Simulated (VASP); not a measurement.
# Ti (Im-3m) in VASP: a series of runs, part 2 of 2

VASP 6.6.1. The steps go on from the part before.

## Step 3: Relaxation of cell and atoms, revPBE

This run uses another cell than the first one, of 17.66 Å³/atom, 0.890 times its volume.

The input, INCAR:

```
SYSTEM = Ti
  PREC = Accurate
  ENCUT = 600
  EDIFF = 1E-7
  ISMEAR = -1
  SIGMA = 0.1
  LREAL = .FALSE.
  LASPH = .TRUE.
  NELM = 60
  ALGO = Normal
  ISIF = 3
  LWAVE = .FALSE.
  LCHARG = .FALSE.
  GGA = RE
  IBRION = 2
  NSW = 80
  EDIFFG = -0.01
```

The input, KPOINTS:

```
Automatic mesh
0
G
  13 13 13
  0 0 0
```

The input, POSCAR:

```
Ti
1.0
   -1.6404466475      1.6404466475      1.6404466475
    1.6404466475     -1.6404466475      1.6404466475
    1.6404466475      1.6404466475     -1.6404466475
Ti
1
Direct
    0.0000000000      0.0000000000      0.0000000000
```

Potentials or basis: VASP PAW PBE potentials, release 64 (Ti_sv).

Command:

```
$ cat potpaw_PBE.64/Ti_sv/POTCAR > POTCAR
$ mpirun -np 1 vasp_std > vasp.out
```

OUTCAR:

```text
SYSTEM = Ti
   PREC = Accurate
   ENCUT = 600
   EDIFF = 1E-7
   ISMEAR = -1
   LREAL = .FALSE.
   LASPH = .TRUE.
   NELM = 60
   ISIF = 3
   GGA = RE
   IBRION = 2
   NSW = 80
   EDIFFG = -0.01

 ion  position               nearest neighbor table
   1  0.000  0.000  0.000-

  LATTYP: Found a body centered cubic cell.
 ALAT       =     3.2808932950

  Lattice vectors:

 A1 = (  -1.6404466475,   1.6404466475,   1.6404466475)
 A2 = (   1.6404466475,  -1.6404466475,   1.6404466475)
 A3 = (   1.6404466475,   1.6404466475,  -1.6404466475)

Analysis of symmetry for initial positions (statically):
=====================================================================
 Subroutine PRICEL returns:
 Original cell was already a primitive cell.

 Routine SETGRP: Setting up the symmetry group for a
 body centered cubic supercell.

 Subroutine GETGRP returns: Found 48 space group operations
[... 9 lines left out ...]

 Routine SETGRP: Setting up the symmetry group for a
 body centered cubic supercell.

 Subroutine GETGRP returns: Found 48 space group operations
[... 11 lines left out ...]
                                     Primitive cell

  volume of cell :      17.6582

  direct lattice vectors                    reciprocal lattice vectors
    -1.640446647  1.640446647  1.640446647     0.000000000  0.304795039  0.304795039
     1.640446647 -1.640446647  1.640446647     0.304795039  0.000000000  0.304795039
     1.640446647  1.640446647 -1.640446647     0.304795039  0.304795039  0.000000000

  length of vectors
     2.841336941  2.841336941  2.841336941     0.431045278  0.431045278  0.431045278

  position of ions in fractional coordinates (direct lattice)
     0.000000000  0.000000000  0.000000000

  ion indices of the primitive-cell ions
   primitive index   ion index
                 1           1

----------------------------------------------------------------------------------------

 KPOINTS: Automatic mesh

Automatic generation of k-mesh.
 Grid dimensions read from file:
 generate k-points for:   13   13   13

 Generating k-lattice:

  Cartesian coordinates                     Fractional coordinates (reciprocal lattice)
     0.000000000  0.023445772  0.023445772     0.076923077  0.000000000  0.000000000
     0.023445772  0.000000000  0.023445772     0.000000000  0.076923077  0.000000000
     0.023445772  0.023445772  0.000000000     0.000000000  0.000000000  0.076923077

  Length of vectors
     0.033157329  0.033157329  0.033157329

  Shift w.r.t. Gamma in fractional coordinates (k-lattice)
     0.000000000  0.000000000  0.000000000

 Subroutine IBZKPT returns following result:
 ===========================================

 Found     84 irreducible k-points:

 Following reciprocal coordinates:
            Coordinates               Weight
  0.000000  0.000000  0.000000      1.000000
  0.076923  0.000000  0.000000     12.000000
  0.153846  0.000000  0.000000     12.000000
  0.230769  0.000000  0.000000     12.000000
  0.307692  0.000000  0.000000     12.000000
  0.384615  0.000000  0.000000     12.000000
[... 16 lines left out ...]
  0.153846  0.076923  0.076923     24.000000
  0.230769  0.076923  0.076923     24.000000
 [... further k-points ...]
   k-points           NKPTS =     84   k-points in BZ     NKDIM =     84   number of bands    NBANDS=     10
   number of dos      NEDOS =    301   number of ions     NIONS =      1
   total plane-waves  NPLWV =  13824
   dimension x,y,z NGX =    24 NGY =   24 NGZ =   24
   dimension x,y,z NGXF=    48 NGYF=   48 NGZF=   48
   ions per type =               1
   NGX,Y,Z   is equivalent  to a cutoff of  14.04, 14.04, 14.04 a.u.
   NGXF,Y,Z  is equivalent  to a cutoff of  28.08, 28.08, 28.08 a.u.
 SYSTEM =  Ti
   PREC   = accura    normal or accurate (medium, high low for compatibility)
   ISTART =      0    job   : 0-new  1-cont  2-samecut
   ICHARG =      2    charge: 1-file 2-atom 10-const
   ISPIN  =      1    spin polarized calculation?
   LNONCOLLINEAR =      F non collinear calculations
   LSORBIT =      F    spin-orbit coupling
   LASPH  =      T    aspherical Exc in radial PAW
   ENCUT  =  600.0 eV  44.10 Ry    6.64 a.u.   5.67  5.67  5.67*2*pi/ulx,y,z
   NELM   =     60;   NELMIN=  2; NELMDL= -5     # of ELM steps
   EDIFF  = 0.1E-06   stopping-criterion for ELM
   LREAL  =      F    real-space projection
   EDIFFG = -.1E-01   stopping-criterion for IOM
   NSW    =     80    number of steps for IOM
   IBRION =      2    ionic relax: 0-MD 1-quasi-New 2-CG
   NFREE  =      1    steps in history (QN), initial steepest desc. (CG)
   ISIF   =      3    stress and relaxation
   ISYM   =      2    0-nonsym 1-usesym 2-fastsym
   POTIM  = 0.5000    time-step for ionic-motion
   TEBEG  =    0.0;   TEEND  =   0.0 temperature during run
   PSTRESS=    0.0 pullay stress
   NELECT =      12.0000    total number of electrons
   NUPDOWN=      -1.0000    fix difference up-down
   EMIN   =  10.00;   EMAX   =-10.00  energy-range for DOS
   EFERMI =   0.00;   METHOD = LEGACY
   ISMEAR =    -1;   SIGMA  =   0.10  broadening in eV -4-tet -1-fermi 0-gaus
   EFERMI_NEDOS =   21; number of points for ismear=-14 and -15
   IALGO  =     38    algorithm
   IMIX   =      4    mixing-type and parameters
     AMIX     =   0.40;   BMIX     =  1.00
     AMIX_MAG =   1.60;   BMIX_MAG =  1.00
  volume/ion in A,a.u.               =      17.66       119.16
  Fermi-wavevector in a.u.,A,eV,Ry     =   1.439306  2.719894 28.185854  2.071602
  Thomas-Fermi vector in A             =   2.558176
   LORBIT       =      0    0 simple, 1 ext, 2 COOP (PROOUT), +10 PAW based schemes
   GGA     = RE    functional components
   LHFCALC =     F    Hartree Fock is set to
   AEXX    =    0.0000 exact exchange contribution
   IVDW    =     0    specifies the selected vdW correction
   LEPSILON=     F    determine dielectric tensor
   LRPA    =     F    only Hartree local field effects (RPA)
 conjugate gradient relaxation of ions
 non-spin polarized calculation
  energy-cutoff  :      600.00
  volume of cell :       17.66
 maximum number of plane-waves:       606
   NGX = 11   NGY = 11   NGZ = 11

 number of electron      12.0000001 magnetization

 Free energy of the ion-electron system (eV)
  ---------------------------------------------------
  ext. energy  EPLUGINS =         0.00000000
  ---------------------------------------------------
  free energy    TOTEN  =        -7.44296799 eV

  energy without entropy =       -7.36424524  energy(sigma->0) =       -7.40360662

 E-fermi :   8.0025     XC(G=0): -11.3373

 val. band max:        7.9926101466   @ k =   0.2308   0.0769   0.0769
 cond. band min:       8.0036475591   @ k =   0.2308   0.2308   0.0000
 fundamental gap:      0.0110374125
 Fermi energy:         8.0025472357

 k-point     1 :       0.0000    0.0000    0.0000
  band No.  band energies     occupation
      1     -48.6686      2.00000
      2     -24.4962      2.00000
      3     -24.4962      2.00000
      4     -24.4962      2.00000
      5       2.0689      2.00000
      6       8.9834      0.00011
      7       8.9834      0.00011
      8       8.9834      0.00011
      9      10.6986      0.00000
     10      10.6986      0.00000

 k-point     2 :       0.0769    0.0000    0.0000
  band No.  band energies     occupation
      1     -48.6618      2.00000
      2     -24.5338      2.00000
      3     -24.5078      2.00000
      4     -24.4964      2.00000
      5       2.2677      2.00000
      6       8.8938      0.00027
      7       8.9564      0.00014
      8       9.1264      0.00003
      9      10.5974      0.00000
     10      10.7042      0.00000
[... 274 lines left out ...]
 k-point    24 :       0.2308    0.0769    0.0769
  band No.  band energies     occupation
      1     -48.5808      2.00000
      2     -24.9445      2.00000
      3     -24.6308      2.00000
      4     -24.5297      2.00000
      5       4.9712      2.00000
      6       7.8857      1.52581
      7       7.9926      1.04964
      8      10.5903      0.00000
      9      10.8690      0.00000
     10      11.4710      0.00000

 [... further k-points ...]

------------------------ aborting loop because EDIFF is reached ----------------------------------------

  FORCE on cell =-STRESS in cart. coord.  units (eV):
  Direction    XX          YY          ZZ          XY          YZ          ZX
  --------------------------------------------------------------------------------------
  -------------------------------------------------------------------------------------
  Total        0.0098545      0.0098545      0.0098545      0.0000000      0.0000000     -0.0000000
  in kB        0.8941224      0.8941224      0.8941224      0.0000000      0.0000000     -0.0000000
  external PRESSURE =       0.8941224 kB  Pullay stress =       0.0000000 kB

 VOLUME and BASIS-vectors are now :
 -----------------------------------------------------------------------------
  energy-cutoff  :      600.00
  volume of cell :       17.66
      direct lattice vectors                 reciprocal lattice vectors
    -1.640446647  1.640446647  1.640446647     0.000000000  0.304795039  0.304795039
     1.640446647 -1.640446647  1.640446647     0.304795039  0.000000000  0.304795039
     1.640446647  1.640446647 -1.640446647     0.304795039  0.304795039  0.000000000

 POSITION                                       TOTAL-FORCE (eV/Angst)
 -----------------------------------------------------------------------------------
      0.00000      0.00000      0.00000        -0.000000      0.000000      0.000000
 -----------------------------------------------------------------------------------
    total drift:                                0.000000      0.000000      0.000000

  FREE ENERGIE OF THE ION-ELECTRON SYSTEM (eV)
  ---------------------------------------------------
  free  energy   TOTEN  =        -7.4429679903 eV

  energy  without entropy=       -7.3642452420  energy(sigma->0) =       -7.40360662

 reached required accuracy - stopping structural energy minimisation
```

CONTCAR:

```text
Ti
   1.00000000000000
    -1.6404466474999999    1.6404466474999999    1.6404466474999999
     1.6404466474999999   -1.6404466474999999    1.6404466474999999
     1.6404466474999999    1.6404466474999999   -1.6404466474999999
  Ti
     1
Direct
     0.0000000000000000    0.0000000000000000    0.0000000000000000

  0.00000000E+00  0.00000000E+00  0.00000000E+00
```

It took 10 s on 1 thread of Intel Xeon 6975P-C, shared host; peak memory 0.15 GiB.

Results:

```yaml
Free_energy: -7.4430 eV
Pressure_after_relaxing: 0.1 GPa
Band_gap_on_the_k_mesh: zero (band 6 reaches 8.98 eV, above the bottom of band 7 at 7.43 eV)
```

Final structure:
```
CELL_PARAMETERS angstrom
-1.64045 1.64045 1.64045
1.64045 -1.64045 1.64045
1.64045 1.64045 -1.64045
ATOMIC_POSITIONS crystal
Ti 0.00000 0.00000 0.00000
```

Caveat: the relaxation stopped at its first step, so nothing moved; the PAW data sets were made with another functional, which shifts forces and pressure a little.

## Step 4: Single point, revPBE

This run uses another cell than the first one, of 17.72 Å³/atom, 0.893 times its volume.

The input, INCAR:

```
SYSTEM = Ti
PREC = Accurate ; ENCUT = 520
EDIFF = 1E-7 ; ISMEAR = -1
SIGMA = 0.1 ; LREAL = .FALSE.
LASPH = .TRUE. ; NELM = 100
ALGO = Normal ; ISIF = 2
LWAVE = .FALSE. ; LCHARG = .FALSE.
GGA = RE ; NBANDS = 12
```

The input, KPOINTS:

```
regular mesh
0
G
  22 22 22
  0 0 0
```

The input, POSCAR:

```
Ti
1.0
   -1.6422078818      1.6422078818      1.6422078818
    1.6422078818     -1.6422078818      1.6422078818
    1.6422078818      1.6422078818     -1.6422078818
Ti
1
Direct
    0.0000000000      0.0000000000      0.0000000000
```

Command:

```
$ cat potpaw_PBE.64/Ti_sv/POTCAR > POTCAR
$ mpirun -np 1 vasp_std > vasp.out
```

It took 42 s on 1 thread of Intel Xeon 6975P-C, shared host; peak memory 0.19 GiB.

The run converged. Its results:

```
Free energy            : -7.4430 eV
Pressure               : -0.2 GPa
Band gap on the k mesh : zero (band 6 reaches 8.96 eV, above the bottom of band 7 at 7.39 eV)
```

Levels at points of the mesh, in eV from the Fermi level:
```csv
k point,band 3,band 4,band 5,band 6,band 7,band 8,band 9,band 10
"(0.00, 0.00, 0.00)",-32.51,-32.51,-5.93,0.98,0.98,0.98,2.69,2.69
"(0.50, 0.00, 0.00)",-32.71,-32.51,-2.41,-0.37,1.05,2.67,3.01,4.16
"(0.50, 0.50, 0.50)",-32.94,-32.94,-2.04,-2.04,3.82,3.82,3.82,8.22
```

Caveat: the PAW data sets were made with another functional, which shifts forces and pressure a little.

## Step 5: The runs side by side

| task | cell | k mesh | cutoff (eV) | gap on the mesh (eV) | pressure (GPa) |
| --- | --- | --- | --- | --- | --- |
| single point | a = 2.954 Å, angles 109.5°, 1 atom | 15 × 15 × 15 | 520 | none | -9.4 |
| relaxation of cell and atoms | relaxed from a = 2.841 Å, angles 109.5°, 1 atom | 13 × 13 × 13 | 600 | none | 0.1 |
| single point | a = 2.844 Å, angles 109.5°, 1 atom | 22 × 22 × 22 | 520 | none | -0.2 |

Alike in all rows: level revPBE; potentials or basis VASP PAW PBE potentials, release 64 (Ti_sv); no spin polarisation; smearing fermi-dirac 0.1 eV.

Caveats: the PAW data sets were made with another functional, which shifts forces and pressure a little; the relaxation stopped at its first step, so nothing moved (some runs).

Absolute energies hang on the potentials; compare differences alone.
